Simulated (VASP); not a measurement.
Write the native input for VASP 6.6.1 that does the following.

| Quantity | Value |
| --- | --- |
| Task | single point |
| Functional | PBE |
| Potentials or basis | VASP PAW PBE potentials, release 64 (Hf_pv, Si, B) |
| Cutoff | 520 eV |
| k mesh | 10 × 8 × 6 |
| Occupations | gaussian, width 0.1 eV |
| Spin | no spin polarisation |
| Dipole correction | no |
| Further INCAR settings | ALGO = Normal; EDIFF = 1e-07; NBANDS = 24 |

The structure of HfSi2B4 lies in POSCAR:

```
HfSi2B4
1.0
    3.1797336528      0.0000000000      0.0000000000
    0.0000000000      4.6024203503      0.0000000000
    0.0000000000      0.0000000000      5.2671440387
Hf Si B
1 2 4
Direct
    0.5000000000      0.0000000000      0.0000000000
    0.5000000000      0.5000000000      0.7509807271
    0.5000000000      0.5000000000      0.2490192729
    0.0000000000      0.8084591127      0.6674127932
    0.0000000000      0.8084591127      0.3325872068
    0.0000000000      0.1915408873      0.3325872068
    0.0000000000      0.1915408873      0.6674127932
```

The cell was built from a structure type or drawn by symmetry, and may not be a known phase.

These files were run (other wordings do the same):

INCAR

```
SYSTEM = HfSi2B4
  PREC = Accurate
  ENCUT = 520
  EDIFF = 1E-7
  ISMEAR = 0
  SIGMA = 0.1
  LREAL = .False.
  LASPH = .True.
  NELM = 80
  ALGO = Normal
  ISIF = 2
  LWAVE = .False.
  LCHARG = .False.
  GGA = PE
  NBANDS = 24
```

KPOINTS

```
regular mesh
0
Gamma
  10 8 6
  0 0 0
```

Potentials or basis: VASP PAW PBE potentials, release 64 (Hf_pv, Si, B).

Launch:

```bash
$ cat potpaw_PBE.64/Hf_pv/POTCAR potpaw_PBE.64/Si/POTCAR potpaw_PBE.64/B/POTCAR > POTCAR
$ mpirun -np 1 vasp_std > vasp.out
```

Results of the run:

```json
{
  "Pressure": "0.0 GPa",
  "Largest force": "0.007 eV/Å",
  "Band gap on the k mesh": "zero (bands 15 and 16 overlap by 2.00 eV)"
}
```

Caveat: spin-orbit coupling is left out, which moves the levels of the heavy elements.

It took 2.5 min on 1 thread of AMD EPYC 7R43 64-Core Processor (Zen 3) (shared host), peak memory 0.29 GiB.
